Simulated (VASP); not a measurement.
A run of VASP 6.6.1 is set up as follows.

File INCAR:

```
PREC = Accurate
ENCUT = 520
EDIFF = 1E-7
ISMEAR = -1
SIGMA = 0.05
LREAL = False
LASPH = True
NELM = 60
ALGO = Normal
ISIF = 2
LWAVE = False
LCHARG = False
GGA = PE
ALDAC = 0.0
AGGAC = 0.0
NBANDS = 26
```

The input KPOINTS:

```
regular mesh
0
Gamma
  7 7 4
```

File POSCAR:

```
CdS
1.0
    4.2046115259      0.0000000000      0.0000000000
   -2.1023057629      3.6413003944      0.0000000000
    0.0000000000      0.0000000000      6.8256549035
Cd S
2 2
Direct
    0.6666666667      0.3333333333      0.5000000000
    0.3333333333      0.6666666667      0.0000000000
    0.6666666667      0.3333333333      0.8750000000
    0.3333333333      0.6666666667      0.3750000000
```

Potentials or basis: VASP PAW PBE potentials, release 64 (Cd, S).

The run is started by

```bash
$ cat potpaw_PBE.64/Cd/POTCAR potpaw_PBE.64/S/POTCAR > POTCAR
$ mpirun -np 1 vasp_std > vasp.out
```

(1) Predict the band gap on the k mesh.

(2) What does it give for the largest force?

## Answers

(1) 1.07 eV.

(2) 0.060 eV/Å.
